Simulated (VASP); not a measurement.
BaTiO3:

```
Ba Ti O
1.0
     2.86319    1.65306    2.35650
    -2.86319    1.65306    2.35650
     0.00000   -3.30613    2.35650
Ba Ti O
1 1 3
Cartesian
  0.0000 0.0000 -0.0382
  0.0000 0.0000 3.3959
  0.0000 1.6179 2.4608
  -1.4011 -0.8089 2.4608
  1.4011 -0.8089 2.4608
```

```yaml
Program: VASP 6.6.1
Task: relaxation of cell and atoms
Functional: LDA
Potentials_or_basis: VASP PAW LDA potentials, release 64 (Ba_sv, Ti_sv, O)
Cutoff: 600 eV
k_mesh: 6 × 6 × 6
Occupations: fermi-dirac, width 0.02 eV
Spin: no spin polarisation
```

At the start: pressure -8.6 GPa; volume 13.38 Å³/atom.

How do energy, volume and symmetry change on relaxing?

Over 16 steps the energy falls by 27.4 meV/atom and the volume is 12.42 Å³/atom (-7.2 %); space group R3m (No. 160, to 0.1 Å) before and after.

The path:
| step | energy change (eV) | largest force (eV/Å) | pressure (GPa) | volume (Å³) |
| --- | --- | --- | --- | --- |
| 1 | 0.0000 | 0.1054 | -8.65 | 66.92 |
| 2 | 0.0269 | 1.5243 | 11.47 | 60.16 |
| 3 | -0.0946 | 0.6328 | -0.29 | 63.62 |
| 4 | -0.1236 | 0.2978 | 0.08 | 62.77 |
| 5 | -0.1298 | 0.1967 | 0.81 | 62.08 |
| 6 | -0.1335 | 0.1215 | -0.95 | 62.56 |
| 7 | -0.1335 | 0.1255 | -0.89 | 62.53 |
| 8 | -0.1364 | 0.0545 | -0.28 | 62.30 |
| 9 | -0.1367 | 0.0429 | 0.00 | 62.20 |
| 10 | -0.1367 | 0.0396 | -0.03 | 62.21 |
| 11 | -0.1370 | 0.0237 | 0.00 | 62.16 |
| 12 | -0.1371 | 0.0195 | 0.01 | 62.13 |
| 13 | -0.1371 | 0.0201 | 0.03 | 62.13 |
| 14 | -0.1371 | 0.0106 | -0.06 | 62.14 |
| 15 | -0.1371 | 0.0065 | -0.07 | 62.15 |
| 16 | -0.1371 | 0.0047 | -0.03 | 62.10 |

Final structure:
```yaml
crystal:
  lattice:
    - [2.79817, 1.61552, 2.28947]
    - [-2.79817, 1.61552, 2.28947]
    - [0.00000, -3.23105, 2.28947]
  atoms:
    - { symbol: Ba, position: [0.99956, 0.99956, 0.99956] }
    - { symbol: Ti, position: [0.49038, 0.49038, 0.49038] }
    - { symbol: O, position: [0.50823, 0.50823, 0.01280] }
    - { symbol: O, position: [0.01280, 0.50823, 0.50823] }
    - { symbol: O, position: [0.50823, 0.01280, 0.50823] }
```
